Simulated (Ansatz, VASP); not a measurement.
# HfN: VASP beside Ansatz

INCAR

```
PREC = Accurate
ENCUT = 520
EDIFF = 1E-6
ISMEAR = -1
SIGMA = 0.05
LREAL = False
LASPH = True
NELM = 100
ALGO = Normal
ISIF = 2
LWAVE = False
LCHARG = False
GGA = PE
NBANDS = 14
```

Contents of KPOINTS:

```
regular mesh
0
Gamma
  8 8 8
```

File POSCAR:

```
HfN
1.0
    0.0000000000      2.4548200000      2.4548200000
    2.4548200000      0.0000000000      2.4548200000
    2.4548200000      2.4548200000      0.0000000000
Hf N
1 1
Direct
    0.0000000000      0.0000000000      0.0000000000
    0.7500000000      0.7500000000      0.7500000000
```

Input for Ansatz:

```yaml
crystal:
  lattice:
    - [0.0, 2.45482, 2.45482]
    - [2.45482, 0.0, 2.45482]
    - [2.45482, 2.45482, 0.0]
  atoms:
    - { symbol: Hf, position: [0.0, 0.0, 0.0] }
    - { symbol: "N", position: [0.75, 0.75, 0.75] }
basis:
  ecutwfc: 510.0
kpoints:
  mp_grid:
    grid: [8, 8, 8]
hamiltonian:
  xc: pbe
scf:
  occupations:
    method: fermi_dirac
    width: 0.05
output:
  stress: true
```

Alike in both runs: task single point; functional PBE; k mesh 8 × 8 × 8; occupations fermi-dirac, width 0.05 eV; no spin polarisation.

|  | VASP | Ansatz |
| --- | --- | --- |
| version | VASP 6.6.1 | Ansatz 0.2.0 |
| potentials or method | VASP PAW PBE potentials, release 64 (Hf_pv, N), cutoff 520 eV | plane waves, PAW |
| valence electrons in the cell | 15 | 31 |

VASP gave:

| Quantity | Value |
| --- | --- |
| pressure (GPa) | -0.5 |

Problem. Estimate Ansatz's values.

Solution. Pressure (GPa): 0.5.

VASP's potentials hold 15 valence electrons a cell and Ansatz's 31, so a difference there can come from the potentials and not from the codes.

Neither program's run includes spin-orbit coupling.
